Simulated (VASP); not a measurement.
Runs of VASP 6.6.1 on Be. The structure is that of space group P6_3/mmc (No. 194), or close to it. The cells are those of the table. 

```tsv
cell	further INCAR settings	gap on the mesh (eV)	pressure (GPa)
a = 2.350, b = 2.350, c = 3.155 Å, angles 90.0, 90.0, 120.0°, 2 atoms	ALGO = Fast; EDIFF = 1e-06; NBANDS = 9	none	(b)
a = 2.190, b = 2.190, c = 3.633 Å, angles 90.0, 90.0, 120.0°, 2 atoms	ALGO = Fast; EDIFF = 1e-06; NBANDS = 9	none	0.3
a = 2.398, b = 2.398, c = 3.030 Å, angles 90.0, 90.0, 120.0°, 2 atoms	ALGO = Fast; EDIFF = 1e-07; NBANDS = 9	none	8.1
a = 2.095, b = 2.095, c = 3.971 Å, angles 90.0, 90.0, 120.0°, 2 atoms	ALGO = Fast; EDIFF = 1e-07; NBANDS = 9	none	(a)
a = 2.289, b = 2.289, c = 3.326 Å, angles 90.0, 90.0, 120.0°, 2 atoms	ALGO = Fast; EDIFF = 1e-07; NBANDS = 9	none	2.3
```

Alike in all rows: task single point; level LDA; potentials or basis VASP PAW LDA potentials, release 64 (Be); no spin polarisation; k mesh 33 × 33 × 20; cutoff (eV) 520; smearing gaussian 0.15 eV.

Q: Estimate the missing entries.

A: (a) 6.7; (b) 5.3.

A gap of «none» marks levels without a gap at the run's occupations.
